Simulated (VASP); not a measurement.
Here is a VASP 6.6.1 calculation.

The input INCAR:

```
ALGO = Normal
EDIFF = 1E-7
ENCUT = 520
GGA = PE
ISIF = 2
ISMEAR = 0
LASPH = True
LCHARG = True
LELF = True
LREAL = False
LVHAR = True
LWAVE = False
NBANDS = 10
NELM = 100
PREC = Accurate
SIGMA = 0.15
```

Contents of KPOINTS:

```
k-points
0
Gamma
  12 12 12
```

POSCAR

```
Rb
1.0
   -2.5815200000      2.5815200000      2.8060000000
    2.5815200000     -2.5815200000      2.8060000000
    2.5815200000      2.5815200000     -2.8060000000
Rb
1
Direct
    0.0000000000      0.0000000000      0.0000000000
```

Potentials or basis: VASP PAW PBE potentials, release 64 (Rb_sv).

Command:

```sh
$ cat potpaw_PBE.64/Rb_sv/POTCAR > POTCAR
$ mpirun -np 1 vasp_std > vasp.out
```

(1) Estimate the pressure.

(2) Predict the band gap on the k mesh.

Answers

(1) 0.8 GPa.

(2) zero (an odd number of electrons rules out a gap without spin polarisation).

Caveat: the cell differs from its parent crystal (strain -0.080 along x and y, +0.000 along z).
